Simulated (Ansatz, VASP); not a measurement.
ScAlC4N4: VASP beside Ansatz

```xyz
10
Lattice="4.1172 -5.1650 0.0000 4.1172 5.1650 0.0000 -0.8774 0.0000 4.0226" Properties=species:S:1:pos:R:3 pbc="T T T"
Sc    4.1172    0.0000    0.0000
Al    0.0000    0.0000    0.0000
C     4.1172    3.2900    0.0000
C     4.1172   -3.2900    0.0000
C     6.1808    0.0000    2.5623
C     1.1761    0.0000    1.4603
N     4.1172    2.1200    0.0000
N     4.1172   -2.1200    0.0000
N     5.4469    0.0000    1.6511
N     1.9100    0.0000    2.3715
```

Alike in both runs: task single point; functional PBE; k mesh 4 × 4 × 4; occupations gaussian, width 0.1 eV; no spin polarisation.

|  | VASP | Ansatz |
| --- | --- | --- |
| version | VASP 6.6.1 | Ansatz 0.2.0 |
| potentials or method | VASP PAW PBE potentials, release 64 (Sc_sv, Al, C_h, N_h), cutoff 910 eV | scalar-relativistic, plane waves, PAW |
| valence electrons in the cell | 50 | 50 |

Ansatz gave:

```
gap on the k mesh at the Fermi level (eV) : none
rms of the force components (eV/Å)        : 0.584
```

Task: Estimate VASP's values.

Result: gap on the k mesh at the Fermi level (eV): none; rms of the force components (eV/Å): 0.573.

Atom by atom the forces differ by 0.015 eV/Å (rms over components). A gap of «none» marks a metal or a gap that the smearing closes.

The k mesh is coarse, so the values compare programs but aren't converged. Noted on VASP's run: the cutoff is under 1.25 times that of the potentials, so the pressure is a little rough.
